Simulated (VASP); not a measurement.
# AlN (AlN (10-10), 4 layers) in VASP: notebook, part 2 of 2

VASP 6.6.1. The steps go on from the part before.

### 4 Single point, PBE

Contents of INCAR:

```
PREC = Accurate
ENCUT = 520
EDIFF = 1E-7
ISMEAR = -1
SIGMA = 0.02
LREAL = F
LASPH = T
NELM = 80
ALGO = Normal
ISIF = 2
LWAVE = F
LCHARG = F
LDIPOL = T
IDIPOL = 3
DIPOL = 0.5 0.5 0.500
GGA = PE
NBANDS = 26
```

Contents of KPOINTS:

```
Automatic mesh
0
Gamma
  10 6 1
```

Contents of POSCAR:

```
AlN
1.0
    3.1301578475      0.0000000000      0.0000000000
    0.0000000000      5.0181096024      0.0000000000
    0.0000000000      0.0000000000     19.6144000000
Al N
4 4
Direct
    0.0000000000      0.0818251101      0.4243384579
    0.5000000000      0.5556593399      0.4454862780
    0.5000000000      0.0556593112      0.5545137619
    0.0000000000      0.5818249674      0.5756615635
    0.0000000000      0.4319288003      0.4103426161
    0.5000000000      0.9305869130      0.4529770453
    0.5000000000      0.4305868578      0.5470229054
    0.0000000000      0.9319287003      0.5896573718
```

Potentials or basis: VASP PAW PBE potentials, release 64 (Al, N).

Run with:

```
$ cat potpaw_PBE.64/Al/POTCAR potpaw_PBE.64/N/POTCAR > POTCAR
$ mpirun -np 1 vasp_std > vasp.out
```

OUTCAR:

```text
PREC = Accurate
   ENCUT = 520
   EDIFF = 1E-7
   ISMEAR = -1
   LREAL = F
   LASPH = T
   NELM = 80
   ISIF = 2
   GGA = PE

 ion  position               nearest neighbor table
   1  0.000  0.082  0.424-   5 1.78   6 1.83   6 1.83   2 2.88   2 2.88   3 3.00   3 3.00   2 3.10
                             2 3.10
   2  0.500  0.556  0.445-   5 1.82   5 1.82   6 1.89   7 2.09   1 2.88   1 2.88   4 3.00   4 3.00
                             1 3.10   1 3.10   3 3.30   3 3.30
   3  0.500  0.056  0.555-   8 1.82   8 1.82   7 1.89   6 2.09   4 2.88   4 2.88   1 3.00   1 3.00
                             4 3.10   4 3.10   2 3.30   2 3.30
[... 921 lines left out ...]
  in kB       29.2697148     20.6748500     -0.5594166      0.0000000      0.0000000      0.0000000
  external PRESSURE =      16.4617160 kB  Pullay stress =       0.0000000 kB

 VOLUME and BASIS-vectors are now :
 -----------------------------------------------------------------------------
  energy-cutoff  :      520.00
  volume of cell :      308.09
      direct lattice vectors                 reciprocal lattice vectors
     3.130157848  0.000000000  0.000000000     0.319472707  0.000000000  0.000000000
     0.000000000  5.018109602  0.000000000     0.000000000  0.199278230  0.000000000
     0.000000000  0.000000000 19.614400000     0.000000000  0.000000000  0.050982951

 POSITION                                       TOTAL-FORCE (eV/Angst)
 -----------------------------------------------------------------------------------
      0.00000      0.41061      8.32314         0.000000     -0.011484      0.013847
      1.56508      2.78836      8.73795         0.000000      0.010199      0.001110
      1.56508      0.27930     10.87645         0.000000      0.010199     -0.001110
      0.00000      2.91966     11.29126         0.000000     -0.011484     -0.013847
      0.00000      2.16747      8.04862         0.000000      0.008591      0.006857
      1.56508      4.66979      8.88487         0.000000     -0.007307     -0.003789
      1.56508      2.16073     10.72953         0.000000     -0.007307      0.003789
      0.00000      4.67652     11.56578         0.000000      0.008591     -0.006857
 -----------------------------------------------------------------------------------
    total drift:                                0.000000      0.000163      0.002085

  FREE ENERGIE OF THE ION-ELECTRON SYSTEM (eV)
  ---------------------------------------------------
  free  energy   TOTEN  =       -55.6822348584 eV

  energy  without entropy=      -55.6822348584  energy(sigma->0) =      -55.68223486

 vacuum level on the upper side and lower side of the slab         3.239         3.239
```

stdout:

```text
POSCAR found type information on POSCAR AlN
 POSCAR found :  2 types and       8 ions
 scaLAPACK will be used
 LDA part: xc-table for (Slater+PW92), standard interpolation
 POSCAR, INCAR and KPOINTS ok, starting setup
 FFT: planning ... GRIDC
 FFT: planning ... GRID_SOFT
 FFT: planning ... GRID
 WAVECAR not read
 entering main loop
```

Run time: 2.7 min. Hardware: 1 thread of Intel Xeon 6975P-C (Granite Rapids), shared host; peak memory 0.43 GiB.

Results:

```yaml
Free_energy: -55.6822 eV
Largest_force: 0.018 eV/Å
Band_gap_on_the_k_mesh: 2.53 eV, indirect (least direct gap 2.64 eV)
```

Forces on the atoms (eV/Å):
```
Al   0.000 -0.011  0.014
Al   0.000  0.010  0.001
Al   0.000  0.010 -0.001
Al   0.000 -0.011 -0.014
N    0.000  0.009  0.007
N    0.000 -0.007 -0.004
N    0.000 -0.007  0.004
N    0.000  0.009 -0.007
```

Levels at points of the mesh, in eV from the valence-band top:
| k point | band 12 | band 13 | band 14 | band 15 | band 16 | band 17 | band 18 | band 19 | band 20 | band 21 |
| --- | --- | --- | --- | --- | --- | --- | --- | --- | --- | --- |
| (0.00, 0.00, 0.00) | -0.81 | -0.75 | -0.63 | -0.52 | -0.10 | 2.53 | 3.85 | 5.46 | 5.66 | 5.75 |
| (0.50, 0.00, 0.00) | -2.26 | -2.07 | -1.15 | -0.55 | -0.17 | 4.22 | 4.81 | 5.72 | 6.41 | 6.80 |
| (0.00, 0.50, 0.00) | -1.81 | -0.85 | -0.85 | -0.40 | -0.40 | 3.75 | 3.75 | 5.80 | 5.80 | 6.24 |
| (0.50, 0.50, 0.00) | -1.59 | -1.45 | -1.45 | -0.22 | -0.22 | 4.28 | 4.28 | 5.96 | 5.96 | 6.34 |

### 5 Single point, PBE

Contents of INCAR:

```
  PREC = Accurate
  ENCUT = 520
  EDIFF = 1E-6
  ISMEAR = -1
  SIGMA = 0.02
  LREAL = False
  LASPH = True
  NELM = 60
  ALGO = Normal
  ISIF = 2
  LWAVE = False
  LCHARG = False
  GGA = PE
  NBANDS = 26
```

Contents of KPOINTS:

```
regular mesh
0
Gamma
  10 6 1
```

POSCAR is that of step 4.

Run with:

```
$ cat potpaw_PBE.64/Al/POTCAR potpaw_PBE.64/N/POTCAR > POTCAR
$ mpirun -np 1 vasp_std > vasp.out
```

Wall time 2.4 min (1 thread of Intel Xeon 6975P-C (Granite Rapids), shared host); peak memory 0.46 GiB.

The run converged. Its results:

| Quantity | Value |
| --- | --- |
| Free energy | -55.6822 eV |
| Largest force | 0.018 eV/Å |
| Band gap on the k mesh | 2.53 eV, indirect (least direct gap 2.64 eV) |

Forces in eV/Å, atoms in the order of the input:
```
Al   0.000 -0.011  0.014
Al   0.000  0.010  0.001
Al   0.000  0.010 -0.001
Al   0.000 -0.011 -0.014
N    0.000  0.009  0.007
N    0.000 -0.007 -0.004
N    0.000 -0.007  0.004
N    0.000  0.009 -0.007
```

Levels at points of the mesh, in eV from the valence-band top:
| k point | band 13 | band 14 | band 15 | band 16 | band 17 | band 18 | band 19 | band 20 |
| --- | --- | --- | --- | --- | --- | --- | --- | --- |
| (0.00, 0.00, 0.00) | -0.75 | -0.63 | -0.52 | -0.10 | 2.53 | 3.85 | 5.46 | 5.66 |
| (0.50, 0.00, 0.00) | -2.07 | -1.15 | -0.55 | -0.17 | 4.22 | 4.81 | 5.72 | 6.41 |
| (0.00, 0.50, 0.00) | -0.85 | -0.85 | -0.40 | -0.40 | 3.75 | 3.75 | 5.80 | 5.80 |
| (0.50, 0.50, 0.00) | -1.45 | -1.45 | -0.22 | -0.22 | 4.28 | 4.28 | 5.96 | 5.96 |
